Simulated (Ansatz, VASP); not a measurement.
## One calculation of BaTiO3, two programs

```
CELL_PARAMETERS angstrom
4.01925 0.00000 0.00000
0.00000 4.01925 0.00000
0.00000 0.00000 4.07954
ATOMIC_POSITIONS crystal
Ba 0.50000 0.50000 0.50000
Ti 0.00000 0.00000 0.00000
O 0.50000 0.00000 0.00000
O 0.00000 0.50000 0.00000
O 0.00000 0.00000 0.50000
```

Change from the starting cell: strain +0.0150 x Voigt [0, 0, 1, 0, 0, 0], atoms carried along.

Alike in both runs: task single point; functional PBE; k mesh 8 × 8 × 8; occupations gaussian, width 0.05 eV; no spin polarisation.

|  | VASP | Ansatz |
| --- | --- | --- |
| version | VASP 6.6.1 | Ansatz 0.2.0 |
| potentials or method | VASP PAW PBE potentials, release 64 (Ba_sv, Ti_sv, O), cutoff 520 eV | scalar-relativistic, plane waves, PAW |
| valence electrons in the cell | 40 | 40 |

Ansatz gave:

```
gap on the k mesh at the Fermi level (eV)                     : 1.72
least direct gap on the mesh (eV)                             : 1.87
pressure (GPa)                                                : -2.3
traceless stress, the component that is largest in VASP (GPa) : -1.62
```

Task: Which values does VASP return?

Result: gap on the k mesh at the Fermi level (eV): 1.66; least direct gap on the mesh (eV): 1.85; pressure (GPa): -0.7; traceless stress, the component that is largest in VASP (GPa): -1.68.

With one functional, cell and mesh, what is left measures potentials, basis and numerics.

Neither program's run includes spin-orbit coupling.
